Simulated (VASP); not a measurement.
# Al2Cu (I4/mcm) in VASP: a series of runs

Runs on Al2Cu. Level: PBEsol. Tasks: single point.

Everything below comes from runs of VASP 6.6.1. Logs are shortened: lines on timing, memory, paths and dates and some standing lists are left out, and cuts for length are marked.

**1. The cell of the first run**

The structure is tetragonal, space group I4/mcm (No. 140). The conventional cell has a = 5.967 Å, b = 5.967 Å, c = 4.925 Å, α = 90.00°, β = 90.00°, γ = 90.00°. Al (site symmetry m2m) has 4 Cu at 2.56 Å and 11 Al at 2.71 to 3.17 Å within 3.4 Å. Cu (site symmetry 422) has 2 Cu at 2.46 Å and 8 Al at 2.56 Å within 3.3 Å.

**2. Single point, PBEsol (uniaxial strain along c: +2.0 %, then relaxed in part)**

The input, INCAR:

```
SYSTEM = Al2Cu
ALGO = Fast
EDIFF = 1E-7
ENCUT = 520
GGA = PS
ISIF = 2
ISMEAR = 0
LASPH = .TRUE.
LCHARG = .FALSE.
LREAL = .FALSE.
LWAVE = .FALSE.
NBANDS = 46
NELM = 100
PREC = Accurate
SIGMA = 0.1
```

The input, KPOINTS:

```
k-points
0
G
  6 6 8
  0 0 0
```

The input, POSCAR:

```
Al2Cu
1.0
    5.9672117172      0.0000000000      0.0000000000
    0.0000000000      5.9672117172      0.0000000000
    0.0000000000      0.0000000000      4.9252755951
Al Cu
8 4
Direct
    0.1602767402      0.3397232598      0.0000000000
    0.1602767402      0.6602767402      0.5000000000
    0.8397232598      0.3397232598      0.5000000000
    0.8397232598      0.6602767402      0.0000000000
    0.6602767402      0.8397232598      0.5000000000
    0.6602767402      0.1602767402      0.0000000000
    0.3397232598      0.8397232598      0.0000000000
    0.3397232598      0.1602767402      0.5000000000
    0.0000000000      0.0000000000      0.7500000000
    0.0000000000      0.0000000000      0.2500000000
    0.5000000000      0.5000000000      0.2500000000
    0.5000000000      0.5000000000      0.7500000000
```

Potentials or basis: VASP PAW PBE potentials, release 64 (Al, Cu).

Launch:

```console
cat potpaw_PBE.64/Al/POTCAR potpaw_PBE.64/Cu/POTCAR > POTCAR
mpirun -np 1 vasp_std > vasp.out
```

OUTCAR:

```text
SYSTEM = Al2Cu
   EDIFF = 1E-7
   ENCUT = 520
   GGA = PS
   ISIF = 2
   ISMEAR = 0
   LASPH = .TRUE.
   LREAL = .FALSE.
   NELM = 100
   PREC = Accurate

 ion  position               nearest neighbor table
   1  0.160  0.340  0.000-   9 2.56  10 2.56  11 2.56  12 2.56   4 2.71   8 2.89   8 2.89   3 3.12
                             2 3.12   3 3.12   2 3.12   6 3.17   7 3.17   7 3.17   6 3.17
   2  0.160  0.660  0.500-   9 2.56  10 2.56  11 2.56  12 2.56   3 2.71   7 2.89   7 2.89   1 3.12
                             1 3.12   4 3.12   4 3.12   8 3.17   5 3.17   8 3.17   5 3.17
   3  0.840  0.340  0.500-   9 2.56  10 2.56  11 2.56  12 2.56   2 2.71   6 2.89   6 2.89   1 3.12
                             1 3.12   4 3.12   4 3.12   8 3.17   5 3.17   5 3.17   8 3.17
   4  0.840  0.660  0.000-   9 2.56  10 2.56  11 2.56  12 2.56   1 2.71   5 2.89   5 2.89   2 3.12
                             2 3.12   3 3.12   3 3.12   7 3.17   6 3.17   6 3.17   7 3.17
   5  0.660  0.840  0.500-   9 2.56  10 2.56  11 2.56  12 2.56   8 2.71   4 2.89   4 2.89   6 3.12
                             7 3.12   6 3.12   7 3.12   3 3.17   2 3.17   3 3.17   2 3.17
   6  0.660  0.160  0.000-   9 2.56  10 2.56  11 2.56  12 2.56   7 2.71   3 2.89   3 2.89   8 3.12
                             5 3.12   5 3.12   8 3.12   1 3.17   4 3.17   4 3.17   1 3.17
   7  0.340  0.840  0.000-   9 2.56  10 2.56  11 2.56  12 2.56   6 2.71   2 2.89   2 2.89   8 3.12
                             5 3.12   5 3.12   8 3.12   1 3.17   4 3.17   1 3.17   4 3.17
   8  0.340  0.160  0.500-   9 2.56  10 2.56  11 2.56  12 2.56   5 2.71   1 2.89   1 2.89   7 3.12
                             6 3.12   6 3.12   7 3.12   2 3.17   3 3.17   2 3.17   3 3.17
   9  0.000  0.000  0.750-  10 2.46  10 2.46   3 2.56   4 2.56   5 2.56   6 2.56   7 2.56   8 2.56
                             1 2.56   2 2.56
  10  0.000  0.000  0.250-   9 2.46   9 2.46   3 2.56   4 2.56   5 2.56   6 2.56   7 2.56   8 2.56
                             1 2.56   2 2.56
  11  0.500  0.500  0.250-  12 2.46  12 2.46   3 2.56   4 2.56   5 2.56   6 2.56   7 2.56   8 2.56
                             1 2.56   2 2.56
  12  0.500  0.500  0.750-  11 2.46  11 2.46   3 2.56   4 2.56   5 2.56   6 2.56   7 2.56   8 2.56
                             1 2.56   2 2.56

  LATTYP: Found a simple tetragonal cell.
 ALAT       =     5.9672117172
 C/A-ratio  =     0.8253897848

  Lattice vectors:

 A1 = (   5.9672117172,   0.0000000000,   0.0000000000)
 A2 = (   0.0000000000,   5.9672117172,   0.0000000000)
 A3 = (   0.0000000000,   0.0000000000,   4.9252755951)

Analysis of symmetry for initial positions (statically):
=====================================================================
 Subroutine PRICEL returns following result:

  LATTYP: Found a body centered tetragonal cell.
 ALAT       =     5.9672117172
 C/A-ratio  =     0.8253897848

  Lattice vectors:

 A1 = (  -2.9836058586,  -2.9836058586,  -2.4626377976)
 A2 = (   2.9836058586,   2.9836058586,  -2.4626377975)
 A3 = (   2.9836058586,  -2.9836058586,   2.4626377976)

   2 primitive cells build up your supercell.

 Routine SETGRP: Setting up the symmetry group for a
 simple tetragonal supercell.

 Subroutine GETGRP returns: Found 16 space group operations
 (whereof  8 operations were pure point group operations)
 out of a pool of 16 trial point group operations.

The static configuration has the point symmetry C_4h.
 The point group associated with its full space group is D_4h.

Analysis of symmetry for dynamics (positions and initial velocities):
=====================================================================
 Subroutine PRICEL returns following result:

  LATTYP: Found a body centered tetragonal cell.
 ALAT       =     5.9672117172
 C/A-ratio  =     0.8253897848

  Lattice vectors:

 A1 = (  -2.9836058586,  -2.9836058586,  -2.4626377976)
 A2 = (   2.9836058586,   2.9836058586,  -2.4626377975)
 A3 = (   2.9836058586,  -2.9836058586,   2.4626377976)

   2 primitive cells build up your supercell.

 Routine SETGRP: Setting up the symmetry group for a
 simple tetragonal supercell.

 Subroutine GETGRP returns: Found 16 space group operations
 (whereof  8 operations were pure point group operations)
 out of a pool of 16 trial point group operations.

The dynamic configuration has the point symmetry C_4h.
 The point group associated with its full space group is D_4h.

 Subroutine INISYM returns: Found 16 space group operations
 (whereof  8 operations are pure point group operations),
 and found     2 'primitive' translations

----------------------------------------------------------------------------------------

                                     Primitive cell

  volume of cell :      87.6887

  direct lattice vectors                    reciprocal lattice vectors
    -2.983605859 -2.983605859 -2.462637798     0.000000000 -0.167582457 -0.203034324
     2.983605859  2.983605859 -2.462637798     0.167582457  0.000000000 -0.203034324
     2.983605859 -2.983605859  2.462637798     0.167582457 -0.167582457  0.000000000

  length of vectors
     4.885528913  4.885528913  4.885528913     0.263261878  0.263261878  0.236997383

  position of ions in fractional coordinates (direct lattice)
     0.660276740  0.160276740  0.820553480
     0.839723260  0.660276740  0.500000000
     0.160276740  0.339723260  0.500000000
     0.339723260  0.839723260  0.179446520
     0.250000000  0.250000000  0.000000000
     0.750000000  0.750000000  0.000000000

  ion indices of the primitive-cell ions
   primitive index   ion index
                 1           1
                 2           6
                 3           7
                 4           4
                 5           9
                 6          10

----------------------------------------------------------------------------------------

 KPOINTS: k-points

Automatic generation of k-mesh.
 Grid dimensions read from file:
 generate k-points for:    6    6    8

 Generating k-lattice:

  Cartesian coordinates                     Fractional coordinates (reciprocal lattice)
     0.027930409  0.000000000  0.000000000     0.166666667  0.000000000  0.000000000
     0.000000000  0.027930409  0.000000000     0.000000000  0.166666667  0.000000000
     0.000000000  0.000000000  0.025379290     0.000000000  0.000000000  0.125000000

  Length of vectors
     0.027930409  0.027930409  0.025379290

  Shift w.r.t. Gamma in fractional coordinates (k-lattice)
     0.000000000  0.000000000  0.000000000

 Subroutine IBZKPT returns following result:
 ===========================================

 Found     50 irreducible k-points:

 Following reciprocal coordinates:
            Coordinates               Weight
  0.000000  0.000000  0.000000      1.000000
  0.166667  0.000000  0.000000      4.000000
  0.333333  0.000000  0.000000      4.000000
  0.500000  0.000000  0.000000      2.000000
  0.166667  0.166667  0.000000      4.000000
  0.333333  0.166667  0.000000      8.000000
[... 16 lines left out ...]
  0.333333  0.000000  0.250000      8.000000
  0.500000  0.000000  0.250000      4.000000
 [... further k-points ...]
   k-points           NKPTS =     50   k-points in BZ     NKDIM =     50   number of bands    NBANDS=     46
   number of dos      NEDOS =    301   number of ions     NIONS =     12
   total plane-waves  NPLWV =  92160
   dimension x,y,z NGX =    48 NGY =   48 NGZ =   40
   dimension x,y,z NGXF=    96 NGYF=   96 NGZF=   80
   ions per type =               8   4
   NGX,Y,Z   is equivalent  to a cutoff of  13.37, 13.37, 13.50 a.u.
   NGXF,Y,Z  is equivalent  to a cutoff of  26.75, 26.75, 27.00 a.u.
 SYSTEM =  Al2Cu
   PREC   = accura    normal or accurate (medium, high low for compatibility)
   ISTART =      0    job   : 0-new  1-cont  2-samecut
   ICHARG =      2    charge: 1-file 2-atom 10-const
   ISPIN  =      1    spin polarized calculation?
   LNONCOLLINEAR =      F non collinear calculations
   LSORBIT =      F    spin-orbit coupling
   LASPH  =      T    aspherical Exc in radial PAW
   ENCUT  =  520.0 eV  38.22 Ry    6.18 a.u.  11.10 11.10  9.16*2*pi/ulx,y,z
   NELM   =    100;   NELMIN=  2; NELMDL= -5     # of ELM steps
   EDIFF  = 0.1E-06   stopping-criterion for ELM
   LREAL  =      F    real-space projection
   EDIFFG = 0.1E-05   stopping-criterion for IOM
   NSW    =      0    number of steps for IOM
   IBRION =     -1    ionic relax: 0-MD 1-quasi-New 2-CG
   NFREE  =      0    steps in history (QN), initial steepest desc. (CG)
   ISIF   =      2    stress and relaxation
   ISYM   =      2    0-nonsym 1-usesym 2-fastsym
   POTIM  = 0.5000    time-step for ionic-motion
   TEBEG  =    0.0;   TEEND  =   0.0 temperature during run
   PSTRESS=    0.0 pullay stress
   NELECT =      68.0000    total number of electrons
   NUPDOWN=      -1.0000    fix difference up-down
   EMIN   =  10.00;   EMAX   =-10.00  energy-range for DOS
   EFERMI =   0.00;   METHOD = LEGACY
   ISMEAR =     0;   SIGMA  =   0.10  broadening in eV -4-tet -1-fermi 0-gaus
   EFERMI_NEDOS =   21; number of points for ismear=-14 and -15
   IALGO  =     68    algorithm
   IMIX   =      4    mixing-type and parameters
     AMIX     =   0.40;   BMIX     =  1.00
     AMIX_MAG =   1.60;   BMIX_MAG =  1.00
  volume/ion in A,a.u.               =      14.61        98.63
  Fermi-wavevector in a.u.,A,eV,Ry     =   1.193768  2.255895 19.389423  1.425082
  Thomas-Fermi vector in A             =   2.329775
   LORBIT       =      0    0 simple, 1 ext, 2 COOP (PROOUT), +10 PAW based schemes
   GGA     = PS    functional components
   LHFCALC =     F    Hartree Fock is set to
   AEXX    =    0.0000 exact exchange contribution
   IVDW    =     0    specifies the selected vdW correction
   LEPSILON=     F    determine dielectric tensor
   LRPA    =     F    only Hartree local field effects (RPA)
 non-spin polarized calculation
 RMM-DIIS sequential band-by-band and
 Gauss-broadening in eV      SIGMA  =   0.10
  energy-cutoff  :      520.00
  volume of cell :      175.38
 maximum number of plane-waves:      4776
 NGX is ok and might be reduce to    48
   NGX = 23   NGY = 23   NGZ = 19

 number of electron      68.0000078 magnetization

 Free energy of the ion-electron system (eV)
  ---------------------------------------------------
  ext. energy  EPLUGINS =         0.00000000
  ---------------------------------------------------
  free energy    TOTEN  =       -51.99202133 eV

  energy without entropy =      -51.97411203  energy(sigma->0) =      -51.98306668

 E-fermi :   8.0895     XC(G=0): -11.0298

 val. band max:        8.0827213349   @ k =   0.1667   0.0000   0.3750
 cond. band min:       8.1064476110   @ k =   0.3333   0.1667   0.2500
 fundamental gap:      0.0237262761
 Fermi energy:         8.0894858285

 k-point     1 :       0.0000    0.0000    0.0000
  band No.  band energies     occupation
      1      -2.7885      2.00000
      2       1.0679      2.00000
      3       1.1706      2.00000
      4       1.2925      2.00000
      5       1.2925      2.00000
      6       2.5786      2.00000
[... 38 lines left out ...]
     45      12.7389      0.00000
     46      12.7404      0.00000

 k-point     2 :       0.1667    0.0000    0.0000
  band No.  band energies     occupation
      1      -2.6713      2.00000
      2       0.0481      2.00000
      3       1.2342      2.00000
      4       1.3734      2.00000
      5       2.3513      2.00000
      6       2.6049      2.00000
[... 38 lines left out ...]
     45      12.7003      0.00000
     46      13.6920      0.00000

 k-point     3 :       0.3333    0.0000    0.0000
  band No.  band energies     occupation
      1      -2.3214      2.00000
      2      -0.9467      2.00000
      3       1.5530      2.00000
      4       1.6054      2.00000
      5       2.3224      2.00000
      6       2.5842      2.00000
[... 1018 lines left out ...]
     45      12.9353      0.00000
     46      13.3478      0.00000

 k-point    24 :       0.5000    0.0000    0.2500
  band No.  band energies     occupation
      1      -1.3624      2.00000
      2      -1.3624      2.00000
      3       1.4740      2.00000
      4       1.4740      2.00000
      5       2.1842      2.00000
      6       2.1842      2.00000
[... 38 lines left out ...]
     45      12.3543      0.00000
     46      12.3543      0.00000

 [... further k-points ...]
[... 5 lines left out ...]
  --------------------------------------------------------------------------------------
  -------------------------------------------------------------------------------------
  Total        0.2245308      0.2245308     -3.3085386      0.0000000      0.0000000      0.0000000
  in kB        2.0512238      2.0512238    -30.2254904      0.0000000      0.0000000      0.0000000
  external PRESSURE =      -8.7076809 kB  Pullay stress =       0.0000000 kB

 VOLUME and BASIS-vectors are now :
 -----------------------------------------------------------------------------
  energy-cutoff  :      520.00
  volume of cell :      175.38
      direct lattice vectors                 reciprocal lattice vectors
     5.967211717  0.000000000  0.000000000     0.167582457  0.000000000  0.000000000
     0.000000000  5.967211717  0.000000000     0.000000000  0.167582457  0.000000000
     0.000000000  0.000000000  4.925275595     0.000000000  0.000000000  0.203034324

 POSITION                                       TOTAL-FORCE (eV/Angst)
 -----------------------------------------------------------------------------------
      0.95641      2.02720      0.00000        -0.001085      0.001085     -0.000000
      0.95641      3.94001      2.46264        -0.001085     -0.001085     -0.000000
      5.01081      2.02720      2.46264         0.001085      0.001085      0.000000
      5.01081      3.94001      0.00000         0.001085     -0.001085      0.000000
      3.94001      5.01081      2.46264        -0.001085      0.001085     -0.000000
      3.94001      0.95641      0.00000        -0.001085     -0.001085      0.000000
      2.02720      5.01081      0.00000         0.001085      0.001085      0.000000
      2.02720      0.95641      2.46264         0.001085     -0.001085      0.000000
      0.00000      0.00000      3.69396        -0.000000      0.000000      0.000000
      0.00000      0.00000      1.23132        -0.000000     -0.000000      0.000000
      2.98361      2.98361      1.23132         0.000000      0.000000      0.000000
      2.98361      2.98361      3.69396         0.000000     -0.000000      0.000000
 -----------------------------------------------------------------------------------
    total drift:                               -0.000000     -0.000000     -0.000000

  FREE ENERGIE OF THE ION-ELECTRON SYSTEM (eV)
  ---------------------------------------------------
  free  energy   TOTEN  =       -51.9920213321 eV

  energy  without entropy=      -51.9741120345  energy(sigma->0) =      -51.98306668
```

Wall time 14 min (1 thread of Intel Xeon Platinum 8259CL at 2.50GHz (Skylake/Cascade Lake), shared host); peak memory 0.47 GiB.

Results:

```
Free energy            : -51.9920 eV
Pressure               : -0.9 GPa
Band gap on the k mesh : zero (band 34 reaches 9.28 eV, above the bottom of band 35 at 7.25 eV)
```

Levels at points of the mesh, in eV from the Fermi level:
| k point | band 31 | band 32 | band 33 | band 34 | band 35 | band 36 | band 37 | band 38 |
| --- | --- | --- | --- | --- | --- | --- | --- | --- |
| (0.00, 0.00, 0.00) | -1.58 | -1.32 | -1.32 | -0.86 | -0.28 | 0.12 | 1.35 | 1.35 |
| (0.50, 0.00, 0.00) | -1.23 | -1.23 | -0.05 | -0.05 | 0.27 | 0.27 | 1.43 | 1.43 |
| (0.50, 0.50, 0.00) | -1.28 | -1.28 | -0.87 | -0.87 | -0.84 | -0.84 | 0.98 | 0.98 |
| (0.00, 0.00, 0.50) | -0.72 | -0.72 | -0.72 | -0.72 | -0.64 | -0.64 | 0.32 | 0.32 |
| (0.50, 0.00, 0.50) | -2.63 | -2.63 | 0.31 | 0.31 | 0.31 | 0.31 | 4.06 | 4.06 |
| (0.50, 0.50, 0.50) | 0.55 | 0.55 | 0.80 | 0.80 | 0.80 | 0.80 | 1.99 | 1.99 |

Caveat: the cell differs from its parent crystal (uniaxial strain along c: +2.0 %, then relaxed in part); the PAW data sets were made with another functional, which shifts forces and pressure a little.

**3. Single point, PBEsol (uniaxial strain along c: +3.0 %, then relaxed in part)**

The input, INCAR:

```
ALGO = Fast
EDIFF = 1E-6
ENCUT = 520
GGA = PS
ISIF = 2
ISMEAR = 0
LASPH = True
LCHARG = False
LREAL = False
LWAVE = False
NBANDS = 46
NELM = 80
PREC = Accurate
SIGMA = 0.1
```

The input, KPOINTS:

```
k-points
0
Gamma
  6 6 8
```

The input, POSCAR:

```
Al2Cu
1.0
    5.9501955782      0.0000000000      0.0000000000
    0.0000000000      5.9501955782      0.0000000000
    0.0000000000      0.0000000000      4.9735626107
Al Cu
8 4
Direct
    0.1611433343      0.3388566657      0.0000000000
    0.1611433343      0.6611433343      0.5000000000
    0.8388566657      0.3388566657      0.5000000000
    0.8388566657      0.6611433343      0.0000000000
    0.6611433343      0.8388566657      0.5000000000
    0.6611433343      0.1611433343      0.0000000000
    0.3388566657      0.8388566657      0.0000000000
    0.3388566657      0.1611433343      0.5000000000
    0.0000000000      0.0000000000      0.7500000000
    0.0000000000      0.0000000000      0.2500000000
    0.5000000000      0.5000000000      0.2500000000
    0.5000000000      0.5000000000      0.7500000000
```

Potentials or basis: VASP PAW PBE potentials, release 64 (Al, Cu).

Launch:

```console
cat potpaw_PBE.64/Al/POTCAR potpaw_PBE.64/Cu/POTCAR > POTCAR
mpirun -np 1 vasp_std > vasp.out
```

Wall time 15 min (1 thread of Intel Xeon Platinum 8259CL at 2.50GHz (Skylake/Cascade Lake), shared host); peak memory 0.47 GiB.

Results (log left out):

- Free energy: -51.9534 eV
- Pressure: -1.2 GPa
- Band gap on the k mesh: zero (band 34 reaches 9.26 eV, above the bottom of band 35 at 7.22 eV)

Forces on the atoms (eV/Å):
```
Al  -0.002  0.002  0.000
Al  -0.002 -0.002  0.000
Al   0.002  0.002  0.000
Al   0.002 -0.002  0.000
Al  -0.002  0.002  0.000
Al  -0.002 -0.002  0.000
Al   0.002  0.002  0.000
Al   0.002 -0.002  0.000
Cu   0.000  0.000  0.000
Cu   0.000  0.000  0.000
Cu   0.000  0.000  0.000
Cu   0.000  0.000  0.000
```

Stress tensor (GPa, compression positive):
```
 0.26  0.00  0.00
 0.00  0.26  0.00
 0.00  0.00 -3.98
```

Levels at points of the mesh, in eV from the Fermi level:
| k point | band 30 | band 31 | band 32 | band 33 | band 34 | band 35 | band 36 | band 37 | band 38 | band 39 |
| --- | --- | --- | --- | --- | --- | --- | --- | --- | --- | --- |
| (0.00, 0.00, 0.00) | -1.70 | -1.68 | -1.36 | -1.36 | -0.90 | -0.29 | 0.15 | 1.26 | 1.26 | 1.30 |
| (0.50, 0.00, 0.00) | -2.12 | -1.16 | -1.16 | -0.08 | -0.08 | 0.20 | 0.20 | 1.38 | 1.38 | 1.91 |
| (0.50, 0.50, 0.00) | -1.32 | -1.31 | -1.31 | -0.92 | -0.92 | -0.80 | -0.80 | 1.05 | 1.05 | 1.50 |
| (0.00, 0.00, 0.50) | -2.99 | -0.70 | -0.70 | -0.70 | -0.70 | -0.57 | -0.57 | 0.35 | 0.35 | 2.82 |
| (0.50, 0.00, 0.50) | -2.63 | -2.63 | -2.63 | 0.35 | 0.35 | 0.35 | 0.35 | 3.89 | 3.89 | 3.89 |
| (0.50, 0.50, 0.50) | 0.61 | 0.61 | 0.61 | 0.81 | 0.81 | 0.81 | 0.81 | 2.04 | 2.04 | 2.04 |

Caveat: the cell differs from its parent crystal (uniaxial strain along c: +3.0 %, then relaxed in part); the PAW data sets were made with another functional, which shifts forces and pressure a little.
